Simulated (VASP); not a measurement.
# Hg: single point with LDA

Crystal: Hg.

```xyz
1
Lattice="2.9695 0.0000 0.0000 0.0000 2.9695 0.0000 0.0000 0.0000 2.9695" Properties=species:S:1:pos:R:3 pbc="T T T"
Hg    0.0000    0.0000    0.0000
```

| Property | Result |
| --- | --- |
| Program | VASP 6.6.1 |
| Task | single point |
| Functional | LDA |
| Potentials or basis | VASP PAW LDA potentials, release 64 (Hg) |
| Cutoff | 520 eV |
| k mesh | 18 × 18 × 18 |
| Occupations | fermi-dirac, width 0.1 eV |
| Spin | no spin polarisation |

```json
{"Pressure": "-2.7 GPa", "Band gap on the k mesh": "zero (bands 6 and 7 overlap by 6.66 eV)"}
```

Levels at points of the mesh, in eV from the Fermi level:
| k point | band 4 | band 5 | band 6 | band 7 | band 8 | band 9 |
| --- | --- | --- | --- | --- | --- | --- |
| (0.00, 0.00, 0.00) | -5.86 | -5.86 | -5.86 | 10.17 | 10.17 | 10.17 |
| (0.50, 0.00, 0.00) | -6.57 | -5.79 | -2.68 | -1.86 | 14.13 | 14.13 |
| (0.50, 0.50, 0.00) | -6.45 | -5.23 | 0.89 | 1.43 | 1.43 | 7.46 |
| (0.50, 0.50, 0.50) | -5.18 | -5.18 | 4.81 | 4.81 | 4.81 | 5.06 |

Run time: 19 s on 1 thread of Intel(R) Xeon(R) Platinum 8488C (Sapphire Rapids), on a shared host, peak memory 0.18 GiB.

Caveat: spin-orbit coupling is left out, which moves the levels of the heavy elements.
